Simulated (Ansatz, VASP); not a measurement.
Two plane-wave programs on AlN

```xyz
8
Lattice="-3.1137 0.0000 0.0000 0.0000 5.3931 0.0000 1.5568 -2.6965 -4.9834" Properties=species:S:1:pos:R:3 pbc="T T T"
Al   -1.5568   -0.8949   -4.9754
Al    0.0000    1.7937   -4.9764
Al    0.0000    3.5951   -2.4822
Al   -1.5568    0.8992   -2.4862
N    -1.5568   -0.8998   -3.0918
N     0.0000    1.7987   -3.0528
N     0.0000    3.5579   -0.5806
N    -1.5568    0.9363   -0.5806
```

Change from the starting cell: mode 23 (716.9 1/cm) frozen in, largest displacement +0.037 Å.

Alike in both runs: task single point; functional PBEsol; k mesh 8 × 8 × 8; occupations gaussian, width 0.05 eV; no spin polarisation.

|  | VASP | Ansatz |
| --- | --- | --- |
| version | VASP 6.6.1 | Ansatz 0.2.0 |
| potentials or method | VASP PAW PBE potentials, release 64 (Al, N), cutoff 600 eV | scalar-relativistic, plane waves, PAW |
| valence electrons in the cell | 32 | 32 |

Ansatz gave:

```
gap on the k mesh at the Fermi level (eV)                     : 4.08
least direct gap on the mesh (eV)                             : 4.08
pressure (GPa)                                                : 0.2
traceless stress, the component that is largest in VASP (GPa) : -0.10
rms of the force components (eV/Å)                            : 0.331
```

**Question.** Which values does VASP return?

**Answer.** gap on the k mesh at the Fermi level (eV): 4.10; least direct gap on the mesh (eV): 4.10; pressure (GPa): 0.0; traceless stress, the component that is largest in VASP (GPa): -0.10; rms of the force components (eV/Å): 0.333.

VASP's potentials were made for PBE, not for PBEsol. Atom by atom the forces differ by 0.002 eV/Å (rms over components).
